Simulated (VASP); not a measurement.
The system is WS2.

```
W S
1.0
     3.18000    0.00000    0.00000
    -1.59000    2.75396    0.00000
     0.00000    0.00000   12.50000
W S
2 4
Direct
  0.66667 0.33333 0.75000
  0.33333 0.66667 0.25000
  0.66667 0.33333 0.37500
  0.33333 0.66667 0.87500
  0.66667 0.33333 0.12500
  0.33333 0.66667 0.62500
```

| Property | Result |
| --- | --- |
| Program | VASP 6.6.1 |
| Task | relaxation of cell and atoms |
| Functional | BLYP |
| Potentials or basis | VASP PAW PBE potentials, release 64 (W_sv, S) |
| Cutoff | 600 eV |
| k mesh | 10 × 10 × 3 |
| Occupations | fermi-dirac, width 0.05 eV |
| Spin | no spin polarisation |

At the start: pressure 9.9 GPa; volume 18.24 Å³/atom.

Question: How do energy, volume and symmetry change on relaxing?

Answer: Over 38 steps the energy falls by 60.4 meV/atom and the volume is 23.73 Å³/atom (+30.1 %); space group P6_3/mmc (No. 194, to 0.1 Å) before and after.

Step by step:
```
step  energy change (eV)  largest force (eV/Å)  pressure (GPa)  volume (Å³)
   1              0.0000                0.5676            9.89       109.47
   2              0.4085                2.0233          -11.93       128.30
   3             -0.1891                0.5298            0.14       115.79
   4             -0.1893                0.4998            0.36       115.60
   5             -0.2228                0.2288            0.22       117.22
   6             -0.2247                0.1479            0.17       117.69
   7             -0.2432                0.1199            0.21       118.60
   8             -0.2853                0.0300            0.44       121.29
   9             -0.3258                0.1871            1.41       126.62
  10             -0.3353                0.1807           -0.77       129.49
  11             -0.3362                0.0935           -0.25       128.80
  12             -0.3377                0.1095           -0.28       129.18
  13             -0.3410                0.1534           -0.35       130.30
  14             -0.3433                0.2310           -0.41       132.53
  15             -0.3440                0.2200           -0.35       132.67
  16             -0.3461                0.1867           -0.14       133.06
  17             -0.3491                0.1168            0.27       133.85
  18             -0.3503                0.0320            1.11       135.43
  19             -0.3507                0.0150            0.83       134.93
  20             -0.3535                0.0090            0.70       135.78
  21             -0.3591                0.0162            0.32       138.37
  22             -0.3577                0.0873           -0.27       143.62
  23             -0.3604                0.0539            0.09       140.64
  24             -0.3611                0.0047           -0.14       141.22
  25             -0.3612                0.0295           -0.30       141.62
  26             -0.3620                0.0349           -0.17       141.80
  27             -0.3619                0.0458            0.17       142.25
  28             -0.3623                0.0390           -0.01       142.02
  29             -0.3623                0.0384           -0.03       141.99
  30             -0.3624                0.0054            0.12       141.98
  31             -0.3624                0.0025            0.13       141.97
  32             -0.3626                0.0007            0.07       142.18
  33             -0.3626                0.0005            0.04       142.28
  34             -0.3626                0.0032           -0.03       142.49
  35             -0.3626                0.0014           -0.02       142.36
  36             -0.3626                0.0011            0.00       142.32
  37             -0.3626                0.0005            0.00       142.30
  38             -0.3627                0.0067            0.00       142.38
```

Final structure:
```
W S
1.0
     3.26385    0.00000    0.00000
    -1.63192    2.82658    0.00000
     0.00000    0.00000   15.43342
W S
2 4
Cartesian
  1.6319 0.9422 11.5751
  0.0000 1.8844 3.8584
  1.6319 0.9422 5.4308
  0.0000 1.8844 13.1476
  1.6319 0.9422 2.2859
  0.0000 1.8844 10.0026
```

Caveat: the volume moved by over 15 % at a fixed basis, so the end points are rough; the PAW data sets were made with another functional, which shifts forces and pressure a little; this functional lacks dispersion, which binds layers or chains, so the pressure and a relaxed spacing across them are unreliable.
